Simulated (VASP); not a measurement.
Write the native input for VASP 6.6.1 that does the following.

```yaml
Task: single point
Functional: PBE
Potentials_or_basis: VASP PAW PBE potentials, release 64 (Ga_d, B)
Cutoff: 520 eV
k_mesh: 10 × 10 × 8
Occupations: fermi-dirac, width 0.05 eV
Spin: no spin polarisation
Dipole_correction: no
Further_INCAR_settings: ALGO = Normal; EDIFF = 1e-07; NBANDS = 15
```

The structure of GaB lies in POSCAR:

```
GaB
1.0
    2.6627501442      0.0000000000      0.0000000000
    0.0000000000      2.6627501442      0.0000000000
    0.0000000000      0.0000000000      3.1701463609
Ga B
1 1
Direct
    0.5000000000      0.5000000000      0.5000000000
    0.0000000000      0.0000000000      0.0000000000
```

One way to write it, as run:

INCAR

```
  PREC = Accurate
  ENCUT = 520
  EDIFF = 1E-7
  ISMEAR = -1
  SIGMA = 0.05
  LREAL = False
  LASPH = True
  NELM = 80
  ALGO = Normal
  ISIF = 2
  LWAVE = False
  LCHARG = False
  GGA = PE
  NBANDS = 15
```

KPOINTS

```
regular mesh
0
Gamma
  10 10 8
```

Potentials or basis: VASP PAW PBE potentials, release 64 (Ga_d, B).

Launch:

```bash
$ cat potpaw_PBE.64/Ga_d/POTCAR potpaw_PBE.64/B/POTCAR > POTCAR
$ mpirun -np 1 vasp_std > vasp.out
```

Results of the run:

```json
{
 "Pressure": "7.4 GPa",
 "Band gap on the k mesh": "zero (band 8 reaches 12.09 eV, above the bottom of band 9 at 3.34 eV)"
}
```

Wall time 17 s on 1 thread of Intel(R) Xeon(R) Platinum 8488C (Sapphire Rapids) (shared host), peak memory 0.15 GiB.
